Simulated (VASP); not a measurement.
# Ti (Im-3m) in VASP: settings compared

Aim: see how the results for Ti move with the level of theory and the settings. Levels: PBE, HSE06. Tasks: single point.

Everything below comes from runs of VASP 6.6.1. Logs are shortened: lines on timing, memory, paths and dates and some standing lists are left out, and cuts for length are marked.

**1. The cell of the first run**

It takes space group Im-3m (No. 229, cubic). The conventional cell has a = 3.260 Å, b = 3.260 Å, c = 3.260 Å, α = 90.00°, β = 90.00°, γ = 90.00°. Ti (site symmetry m-3m) has 14 Ti at 2.82 to 3.26 Å within 3.7 Å.

This isn't the form of Ti at room conditions, which is hcp.

**2. Single point, PBE**

INCAR

```
SYSTEM = Ti
  PREC = Accurate
  ENCUT = 520
  EDIFF = 1E-6
  ISMEAR = -1
  SIGMA = 0.1
  LREAL = .False.
  LASPH = .True.
  NELM = 80
  ALGO = Normal
  ISIF = 2
  LWAVE = .False.
  LCHARG = .True.
  GGA = PE
  LELF = .True.
  LVHAR = .True.
  NBANDS = 12
```

KPOINTS

```
regular mesh
0
Gamma
  7 7 7
  0 0 0
```

POSCAR

```
Ti
1.0
   -1.6301190852      1.6301190852      1.6301190852
    1.6301190852     -1.6301190852      1.6301190852
    1.6301190852      1.6301190852     -1.6301190852
Ti
1
Direct
    0.0000000000      0.0000000000      0.0000000000
```

Potentials or basis: VASP PAW PBE potentials, release 64 (Ti_sv).

Launch:

```sh
$ cat potpaw_PBE.64/Ti_sv/POTCAR > POTCAR
$ mpirun -np 1 vasp_std > vasp.out
```

OUTCAR:

```text
SYSTEM = Ti
   PREC = Accurate
   ENCUT = 520
   EDIFF = 1E-6
   ISMEAR = -1
   LREAL = .False.
   LASPH = .True.
   NELM = 80
   ISIF = 2
   GGA = PE

 ion  position               nearest neighbor table
   1  0.000  0.000  0.000-

  LATTYP: Found a body centered cubic cell.
 ALAT       =     3.2602381704

  Lattice vectors:

 A1 = (  -1.6301190852,   1.6301190852,   1.6301190852)
 A2 = (   1.6301190852,  -1.6301190852,   1.6301190852)
 A3 = (   1.6301190852,   1.6301190852,  -1.6301190852)

Analysis of symmetry for initial positions (statically):
=====================================================================
 Subroutine PRICEL returns:
 Original cell was already a primitive cell.

 Routine SETGRP: Setting up the symmetry group for a
 body centered cubic supercell.

 Subroutine GETGRP returns: Found 48 space group operations
 (whereof 48 operations were pure point group operations)
 out of a pool of 48 trial point group operations.

The static configuration has the point symmetry O_h .

Analysis of symmetry for dynamics (positions and initial velocities):
=====================================================================
 Subroutine PRICEL returns:
 Original cell was already a primitive cell.

 Routine SETGRP: Setting up the symmetry group for a
 body centered cubic supercell.

 Subroutine GETGRP returns: Found 48 space group operations
 (whereof 48 operations were pure point group operations)
 out of a pool of 48 trial point group operations.

The dynamic configuration has the point symmetry O_h .

 Subroutine INISYM returns: Found 48 space group operations
 (whereof 48 operations are pure point group operations),
 and found     1 'primitive' translations

----------------------------------------------------------------------------------------

                                     Primitive cell

  volume of cell :      17.3268

  direct lattice vectors                    reciprocal lattice vectors
    -1.630119085  1.630119085  1.630119085     0.000000000  0.306726057  0.306726057
     1.630119085 -1.630119085  1.630119085     0.306726057  0.000000000  0.306726057
     1.630119085  1.630119085 -1.630119085     0.306726057  0.306726057  0.000000000

  length of vectors
     2.823449078  2.823449078  2.823449078     0.433776150  0.433776150  0.433776150

  position of ions in fractional coordinates (direct lattice)
     0.000000000  0.000000000  0.000000000

  ion indices of the primitive-cell ions
   primitive index   ion index
                 1           1

----------------------------------------------------------------------------------------

 KPOINTS: regular mesh

Automatic generation of k-mesh.
 Grid dimensions read from file:
 generate k-points for:    7    7    7

 Generating k-lattice:

  Cartesian coordinates                     Fractional coordinates (reciprocal lattice)
     0.000000000  0.043818008  0.043818008     0.142857143  0.000000000  0.000000000
     0.043818008  0.000000000  0.043818008     0.000000000  0.142857143  0.000000000
     0.043818008  0.043818008  0.000000000     0.000000000  0.000000000  0.142857143

  Length of vectors
     0.061968021  0.061968021  0.061968021

  Shift w.r.t. Gamma in fractional coordinates (k-lattice)
     0.000000000  0.000000000  0.000000000

 Subroutine IBZKPT returns following result:
 ===========================================

 Found     20 irreducible k-points:

 Following reciprocal coordinates:
            Coordinates               Weight
  0.000000  0.000000  0.000000      1.000000
  0.142857  0.000000  0.000000     12.000000
  0.285714  0.000000  0.000000     12.000000
  0.428571  0.000000  0.000000     12.000000
  0.142857  0.142857  0.000000     24.000000
  0.285714  0.142857  0.000000     48.000000
[... 12 lines left out ...]
 -0.428571 -0.428571  0.285714      8.000000
 -0.428571  0.428571  0.428571      6.000000
   k-points           NKPTS =     20   k-points in BZ     NKDIM =     20   number of bands    NBANDS=     12
   number of dos      NEDOS =    301   number of ions     NIONS =      1
   total plane-waves  NPLWV =  13824
   dimension x,y,z NGX =    24 NGY =   24 NGZ =   24
   dimension x,y,z NGXF=    48 NGYF=   48 NGZF=   48
   ions per type =               1
   NGX,Y,Z   is equivalent  to a cutoff of  14.13, 14.13, 14.13 a.u.
   NGXF,Y,Z  is equivalent  to a cutoff of  28.26, 28.26, 28.26 a.u.
 SYSTEM =  Ti
   PREC   = accura    normal or accurate (medium, high low for compatibility)
   ISTART =      0    job   : 0-new  1-cont  2-samecut
   ICHARG =      2    charge: 1-file 2-atom 10-const
   ISPIN  =      1    spin polarized calculation?
   LNONCOLLINEAR =      F non collinear calculations
   LSORBIT =      F    spin-orbit coupling
   LASPH  =      T    aspherical Exc in radial PAW
   ENCUT  =  520.0 eV  38.22 Ry    6.18 a.u.   5.25  5.25  5.25*2*pi/ulx,y,z
   NELM   =     80;   NELMIN=  2; NELMDL= -5     # of ELM steps
   EDIFF  = 0.1E-05   stopping-criterion for ELM
   LREAL  =      F    real-space projection
   EDIFFG = 0.1E-04   stopping-criterion for IOM
   NSW    =      0    number of steps for IOM
   IBRION =     -1    ionic relax: 0-MD 1-quasi-New 2-CG
   NFREE  =      0    steps in history (QN), initial steepest desc. (CG)
   ISIF   =      2    stress and relaxation
   ISYM   =      2    0-nonsym 1-usesym 2-fastsym
   POTIM  = 0.5000    time-step for ionic-motion
   TEBEG  =    0.0;   TEEND  =   0.0 temperature during run
   PSTRESS=    0.0 pullay stress
   NELECT =      12.0000    total number of electrons
   NUPDOWN=      -1.0000    fix difference up-down
   EMIN   =  10.00;   EMAX   =-10.00  energy-range for DOS
   EFERMI =   0.00;   METHOD = LEGACY
   ISMEAR =    -1;   SIGMA  =   0.10  broadening in eV -4-tet -1-fermi 0-gaus
   EFERMI_NEDOS =   21; number of points for ismear=-14 and -15
   IALGO  =     38    algorithm
   IMIX   =      4    mixing-type and parameters
     AMIX     =   0.40;   BMIX     =  1.00
     AMIX_MAG =   1.60;   BMIX_MAG =  1.00
  volume/ion in A,a.u.               =      17.33       116.93
  Fermi-wavevector in a.u.,A,eV,Ry     =   1.448425  2.737126 28.544126  2.097934
  Thomas-Fermi vector in A             =   2.566267
   LORBIT       =      0    0 simple, 1 ext, 2 COOP (PROOUT), +10 PAW based schemes
   GGA     = PE    functional components
   LHFCALC =     F    Hartree Fock is set to
   AEXX    =    0.0000 exact exchange contribution
   IVDW    =     0    specifies the selected vdW correction
   LEPSILON=     F    determine dielectric tensor
   LRPA    =     F    only Hartree local field effects (RPA)
 non-spin polarized calculation
  energy-cutoff  :      520.00
  volume of cell :       17.33
 maximum number of plane-waves:       474
 NGX is ok and might be reduce to    24
   NGX = 11   NGY = 11   NGZ = 11

 number of electron      11.9999997 magnetization

 Free energy of the ion-electron system (eV)
  ---------------------------------------------------
  ext. energy  EPLUGINS =         0.00000000
  ---------------------------------------------------
  free energy    TOTEN  =        -7.75753470 eV

  energy without entropy =       -7.68025041  energy(sigma->0) =       -7.71889255

 E-fermi :   8.1077     XC(G=0): -11.5090

 val. band max:        8.0054376461   @ k =  -0.4286   0.4286   0.1429
 cond. band min:       8.1693868386   @ k =   0.2857   0.1429   0.0000
 fundamental gap:      0.1639491925
 Fermi energy:         8.1077089447

 k-point     1 :       0.0000    0.0000    0.0000
  band No.  band energies     occupation
      1     -48.4454      2.00000
      2     -24.2976      2.00000
      3     -24.2976      2.00000
      4     -24.2976      2.00000
      5       2.1512      2.00000
      6       9.0822      0.00012
      7       9.0822      0.00012
      8       9.0822      0.00012
      9      10.8424      0.00000
     10      10.8424      0.00000
     11      25.5408      0.00000
     12      25.5408      0.00000

 k-point     2 :       0.1429    0.0000    0.0000
  band No.  band energies     occupation
      1     -48.4207      2.00000
      2     -24.4293      2.00000
      3     -24.3383      2.00000
      4     -24.2985      2.00000
      5       2.8300      2.00000
      6       8.7875      0.00223
      7       8.9461      0.00046
      8       9.5773      0.00000
      9      10.5810      0.00000
     10      10.8667      0.00000
     11      24.3729      0.00000
     12      25.2305      0.00000

 k-point     3 :       0.2857    0.0000    0.0000
  band No.  band energies     occupation
      1     -48.3648      2.00000
      2     -24.7173      2.00000
      3     -24.4287      2.00000
      4     -24.3003      2.00000
      5       4.4779      2.00000
      6       8.1884      0.61706
      7       8.4476      0.06467
      8      10.6102      0.00000
      9      10.8542      0.00000
     10      10.9836      0.00000
     11      20.9247      0.00000
     12      23.3550      0.00000

 k-point     4 :       0.4286    0.0000    0.0000
  band No.  band energies     occupation
      1     -48.3196      2.00000
      2     -24.9411      2.00000
      3     -24.5001      2.00000
      4     -24.3019      2.00000
      5       5.5681      2.00000
      6       7.7580      1.94123
      7       8.9437      0.00047
      8      10.8239      0.00000
      9      11.1493      0.00000
     10      12.1434      0.00000
     11      17.4959      0.00000
     12      21.7604      0.00000

 k-point     5 :       0.1429    0.1429    0.0000
  band No.  band energies     occupation
      1     -48.3804      2.00000
      2     -24.6253      2.00000
      3     -24.3887      2.00000
      4     -24.3286      2.00000
      5       4.0339      2.00000
      6       8.4065      0.09590
      7       8.4436      0.06721
      8      10.3695      0.00000
      9      10.5666      0.00000
     10      11.0552      0.00000
     11      22.7248      0.00000
     12      23.2741      0.00000
[... 168 lines left out ...]
      1     -48.2989      2.00000
      2     -24.7007      2.00000
      3     -24.5745      2.00000
      4     -24.5745      2.00000
      5       5.9985      2.00000
      6       7.6196      1.98494
      7       9.6591      0.00000
      8       9.6591      0.00000
      9      10.7784      0.00000
     10      11.9842      0.00000
     11      21.8673      0.00000
     12      21.8673      0.00000

 k-point    18 :      -0.4286    0.4286    0.2857
  band No.  band energies     occupation
      1     -48.2620      2.00000
      2     -24.8221      2.00000
      3     -24.6539      2.00000
      4     -24.5900      2.00000
      5       6.5157      2.00000
      6       6.8599      1.99999
      7       9.7799      0.00000
      8      10.1423      0.00000
      9      11.8906      0.00000
     10      13.7380      0.00000
     11      17.9137      0.00000
     12      19.8293      0.00000

 k-point    19 :      -0.4286   -0.4286    0.2857
  band No.  band energies     occupation
      1     -48.2452      2.00000
      2     -24.7759      2.00000
      3     -24.7759      2.00000
      4     -24.6068      2.00000
      5       6.5009      2.00000
      6       6.5009      2.00000
      7       9.7783      0.00000
      8      11.5271      0.00000
      9      11.5271      0.00000
     10      16.4614      0.00000
     11      16.4614      0.00000
     12      17.1828      0.00000

 k-point    20 :      -0.4286    0.4286    0.4286
  band No.  band energies     occupation
      1     -48.2298      2.00000
      2     -24.7623      2.00000
      3     -24.7375      2.00000
      4     -24.7375      2.00000
      5       6.1494      2.00000
      6       6.1845      2.00000
      7      11.4384      0.00000
      8      11.4384      0.00000
      9      11.8482      0.00000
     10      15.2832      0.00000
     11      17.4335      0.00000
     12      17.4335      0.00000

------------------------ aborting loop because EDIFF is reached ----------------------------------------

  FORCE on cell =-STRESS in cart. coord.  units (eV):
  Direction    XX          YY          ZZ          XY          YZ          ZX
  --------------------------------------------------------------------------------------
  -------------------------------------------------------------------------------------
  Total        0.0378390      0.0378390      0.0378390      0.0000000      0.0000000      0.0000000
  in kB        3.4989036      3.4989036      3.4989036      0.0000000      0.0000000      0.0000000
  external PRESSURE =       3.4989036 kB  Pullay stress =       0.0000000 kB

 VOLUME and BASIS-vectors are now :
 -----------------------------------------------------------------------------
  energy-cutoff  :      520.00
  volume of cell :       17.33
      direct lattice vectors                 reciprocal lattice vectors
    -1.630119085  1.630119085  1.630119085     0.000000000  0.306726057  0.306726057
     1.630119085 -1.630119085  1.630119085     0.306726057  0.000000000  0.306726057
     1.630119085  1.630119085 -1.630119085     0.306726057  0.306726057  0.000000000

 POSITION                                       TOTAL-FORCE (eV/Angst)
 -----------------------------------------------------------------------------------
      0.00000      0.00000      0.00000        -0.000000     -0.000000      0.000000
 -----------------------------------------------------------------------------------
    total drift:                                0.000000     -0.000000      0.000000

  FREE ENERGIE OF THE ION-ELECTRON SYSTEM (eV)
  ---------------------------------------------------
  free  energy   TOTEN  =        -7.7575347036 eV

  energy  without entropy=       -7.6802504062  energy(sigma->0) =       -7.71889255
```

Run time: 11 s. Hardware: 1 thread of AMD EPYC, shared host; peak memory 0.1 GiB.

Results:

- Free energy: -7.7575 eV
- Pressure: 0.3 GPa
- Band gap on the k mesh: zero (bands 6 and 7 overlap by 1.48 eV)

Levels at points of the mesh, in eV from the Fermi level:
```csv
k point,band 3,band 4,band 5,band 6,band 7,band 8,band 9,band 10
"(0.00, 0.00, 0.00)",-32.41,-32.41,-5.96,0.97,0.97,0.97,2.73,2.73
```

Caveat: the k points lie up to 0.39 Å⁻¹ apart, too coarse for converged energies and pressures of a metal.

**3. Single point, HSE06**

POSCAR is that of step 2.

INCAR.step1

```
PREC = Accurate
ENCUT = 520
EDIFF = 1E-5
ISMEAR = -1
SIGMA = 0.1
LREAL = F
LASPH = T
NELM = 100
ALGO = Normal
ISIF = 2
LWAVE = T
LCHARG = F
GGA = PE
NBANDS = 12
```

INCAR.step2

```
PREC = Accurate
ENCUT = 520
EDIFF = 1E-6
ISMEAR = -1
SIGMA = 0.1
LREAL = F
LASPH = T
NELM = 100
ALGO = Normal
ISIF = 2
LWAVE = F
LCHARG = F
GGA = PE
LHFCALC = T
HFSCREEN = 0.2079
PRECFOCK = Normal
ISTART = 1
NBANDS = 12
```

KPOINTS

```
regular mesh
0
Gamma
  7 7 7
```

Potentials or basis: VASP PAW PBE potentials, release 64 (Ti_sv).

Launch:

```sh
$ cat potpaw_PBE.64/Ti_sv/POTCAR > POTCAR
$ cp INCAR.step1 INCAR
$ mpirun -np 1 vasp_std > vasp.out
$ cp INCAR.step2 INCAR
$ mpirun -np 1 vasp_std > vasp.out
```

Wall time 45 min (1 thread of AMD EPYC, shared host); peak memory 0.21 GiB.

Results (log left out):

| Item | Value |
| --- | --- |
| Free energy | -9.2748 eV |
| Pressure | -1.1 GPa |
| Band gap on the k mesh | zero (bands 6 and 7 overlap by 2.44 eV) |

Levels at points of the mesh, in eV from the Fermi level:
```
           k point  band 2  band 3  band 4  band 5  band 6  band 7  band 8  band 9  band 10  band 11
(0.00, 0.00, 0.00)  -35.74  -35.74  -35.74   -7.25    1.58    1.58    1.58    3.47     3.47    18.30
```

Caveat: the k points lie up to 0.39 Å⁻¹ apart, too coarse for converged energies and pressures of a metal; the PAW data sets were made with another functional, which shifts forces and pressure a little.

The gap in the log of VASP goes by the Fermi energy; the results here count the filled bands.